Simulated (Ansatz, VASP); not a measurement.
Ir in VASP and in Ansatz

POSCAR

```
Ir
1.0
    0.0000000000      1.9222427977      1.9222427977
    1.9222427977      0.0000000000      1.9222427977
    1.9222427977      1.9222427977      0.0000000000
Ir
1
Direct
    0.0000000000      0.0000000000      0.0000000000
```

File INCAR.step1:

```
PREC = Accurate
ENCUT = 600
ISMEAR = 0
SIGMA = 0.1
LREAL = False
LASPH = True
NELM = 60
GGA = PE
ALGO = Normal
EDIFF = 1E-4
LWAVE = True
LCHARG = False
```

File INCAR.step2:

```
PREC = Accurate
ENCUT = 600
EDIFF = 1E-6
ISMEAR = 0
SIGMA = 0.1
LREAL = False
LASPH = True
NELM = 60
ALGO = Normal
ISIF = 3
LWAVE = False
LCHARG = False
METAGGA = R2SCAN
LMIXTAU = True
IBRION = 2
NSW = 80
EDIFFG = -0.01
ISTART = 1
```

File KPOINTS:

```
regular mesh
0
Gamma
  18 18 18
```

Input for Ansatz:

```yaml
crystal:
  lattice:
    - [0.0, 1.9222427977, 1.9222427977]
    - [1.9222427977, 0.0, 1.9222427977]
    - [1.9222427977, 1.9222427977, 0.0]
  atoms:
    - { symbol: Ir, position: [0.0, 0.0, 0.0] }
basis:
  ecutwfc: 500
kpoints:
  mp_grid: { grid: [18, 18, 18] }
hamiltonian:
  xc: r2scan
scf:
  occupations: { method: gaussian, width: 0.1 }
output:
  forces: true
  stress: true
  eigenvalues: true
relax:
  adjacent_minimum: "off"
  f_tol: 0.01
  max_steps: 60
  cell: { stress_tol: 0.1 }
```

Alike in both runs: task relaxation of cell and atoms; functional r2SCAN; k mesh 18 × 18 × 18; occupations gaussian, width 0.1 eV; no spin polarisation.

|  | VASP | Ansatz |
| --- | --- | --- |
| version | VASP 6.6.1 | Ansatz 0.2.0 |
| potentials or method | VASP PAW PBE potentials, release 64 (Ir), cutoff 600 eV | scalar-relativistic, plane waves, PAW |
| valence electrons in the cell | 9 | 17 |

Ansatz gave:

```
gap on the k mesh at the Fermi level, each at its own relaxed structure (eV) : none
relaxed volume (Å³/atom)                                                     : 14.21
relaxed cell length with the largest relative difference (Å)                 : 2.718
```

Question: Which values does VASP return?

Answer: gap on the k mesh at the Fermi level, each at its own relaxed structure (eV): none; relaxed volume (Å³/atom): 14.30; relaxed cell length with the largest relative difference (Å): 2.724.

VASP's potentials were made for PBE, not for r2SCAN. A gap of «none» marks a metal or a gap that the smearing closes. VASP's potentials hold 9 valence electrons a cell and Ansatz's 17, so a difference there can come from the potentials and not from the codes.

Neither program's run includes spin-orbit coupling.
